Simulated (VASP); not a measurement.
A run of VASP 6.6.1:

File INCAR:

```
ALGO = Normal
EDIFF = 1E-6
ENCUT = 520
GGA = PE
ISIF = 2
ISMEAR = -1
ISYM = 0
LASPH = True
LCHARG = True
LELF = True
LREAL = False
LVHAR = True
LWAVE = False
NBANDS = 41
NELM = 100
PREC = Accurate
SIGMA = 0.05
```

The input KPOINTS:

```
k-points
0
Gamma
  1 1 1
```

Contents of POSCAR:

```
AlN
1.0
    5.2253880000      0.0754520000     -0.0146810000
    0.0754520000      5.6076760000      0.1886370000
   -0.0146810000      0.1886370000      5.5019230000
Al N
7 7
Direct
    0.3614524021      0.8137045594      0.1650215199
    0.0720882705      0.5119127436      0.5502366434
    0.9282060385      0.1053448051      0.8004339692
    0.4124796041      0.3965251988     -0.0347665191
    0.8862365405      0.5918256644      1.0824340182
    0.4446974200      0.0423924072      0.5862784387
    0.8886748945      0.0672310917      0.2813738696
    0.0368346824      0.7455957932      0.7921940777
    0.2056749420      0.5078526867      0.2420049693
    0.7017659227      0.7949777010      0.2768809045
    0.3582546726      0.7646627022      0.8288261865
    0.7532753627      0.2930207766      1.0276578344
    0.2239360554      0.2575779383      0.7347283624
    0.7483965512      0.1973976265      0.5294192074
```

Potentials or basis: VASP PAW PBE potentials, release 64 (Al, N).

Launch:

```bash
$ cat potpaw_PBE.64/Al/POTCAR potpaw_PBE.64/N/POTCAR > POTCAR
$ mpirun -np 1 vasp_gam > vasp.out
```

Hardware: 1 thread of Intel Xeon 8259CL (shared host).

Estimate the wall time of this run.

It took 37 s on 1 thread of Intel Xeon 8259CL, with other jobs on the host, peak memory 0.23 GiB. Counts: scf iterations 16, k points 1.
